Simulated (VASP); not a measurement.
Here is a VASP 6.6.1 calculation.

Contents of INCAR:

```
SYSTEM = SnSe
PREC = Accurate
ENCUT = 520
EDIFF = 1E-6
ISMEAR = 0
SIGMA = 0.1
LREAL = .FALSE.
LASPH = .TRUE.
NELM = 100
ALGO = Normal
ISIF = 2
LWAVE = .FALSE.
LCHARG = .TRUE.
GGA = PE
LELF = .TRUE.
LVHAR = .TRUE.
NBANDS = 50
```

Contents of KPOINTS:

```
Automatic mesh
0
G
  4 4 4
  0 0 0
```

File POSCAR:

```
SnSe
1.0
    7.8377562163      0.0000000000      0.0000000000
    0.0000000000      7.8377562163      0.0000000000
    0.0000000000      0.0000000000      7.8377562163
Sn Se
4 4
Direct
    0.8750000000      0.8750000000      0.8750000000
    0.6250000000      0.1250000000      0.3750000000
    0.1250000000      0.3750000000      0.6250000000
    0.3750000000      0.6250000000      0.1250000000
    0.3750000000      0.3750000000      0.3750000000
    0.1250000000      0.6250000000      0.8750000000
    0.6250000000      0.8750000000      0.1250000000
    0.8750000000      0.1250000000      0.6250000000
```

Potentials or basis: VASP PAW PBE potentials, release 64 (Sn_d, Se).

Command:

```console
$ cat potpaw_PBE.64/Sn_d/POTCAR potpaw_PBE.64/Se/POTCAR > POTCAR
$ mpirun -np 1 vasp_std > vasp.out
```

Question: Predict the pressure.

Answer: 0.0 GPa.

Question: Predict the band gap on the k mesh.

Answer: 0.17 eV (least direct gap 0.18 eV).

Caveat: semilocal functionals underestimate gaps, and a narrow one can read as zero; spin-orbit coupling is left out, which moves the levels of the heavy elements. A k mesh can miss the band edges.
